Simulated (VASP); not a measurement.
A run of VASP 6.6.1 is set up as follows.

Contents of INCAR:

```
SYSTEM = Ge
PREC = Accurate ; ENCUT = 600
EDIFF = 1E-7 ; ISMEAR = -1
SIGMA = 0.05 ; LREAL = .FALSE.
LASPH = .TRUE. ; NELM = 60
ALGO = Normal ; ISIF = 3
LWAVE = .FALSE. ; LCHARG = .FALSE.
GGA = PE ; IBRION = 2
NSW = 60 ; EDIFFG = -0.005
PSTRESS = 2200.0
```

KPOINTS

```
regular mesh
0
G
  19 19 18
  0 0 0
```

The input POSCAR:

```
Ge
1.0
    2.2852935918      0.0000000000      0.0000000000
   -1.1426467959      1.9791223056      0.0000000000
    0.0000000000      0.0000000000      2.1481759762
Ge
1
Direct
    0.0000000000      0.0000000000      0.0000000000
```

Potentials or basis: VASP PAW PBE potentials, release 64 (Ge_d).

Run with:

```bash
$ cat potpaw_PBE.64/Ge_d/POTCAR > POTCAR
$ mpirun -np 1 vasp_std > vasp.out
```

Q: Predict the relaxed volume.

A: 9.79 Å³/atom.

Q: Estimate the band gap on the k mesh.

A: Zero (band 7 reaches 27.59 eV, above the bottom of band 8 at 9.94 eV).

Final structure:
```
Ge
1.0
     2.29478    0.00000    0.00000
    -1.14739    1.98734    0.00000
     0.00000    0.00000    2.14720
Ge
1
Cartesian
  0.0000 0.0000 0.0000
```

Caveat: the cell is relaxed towards a set pressure, so the enthalpy falls and the energy may rise.
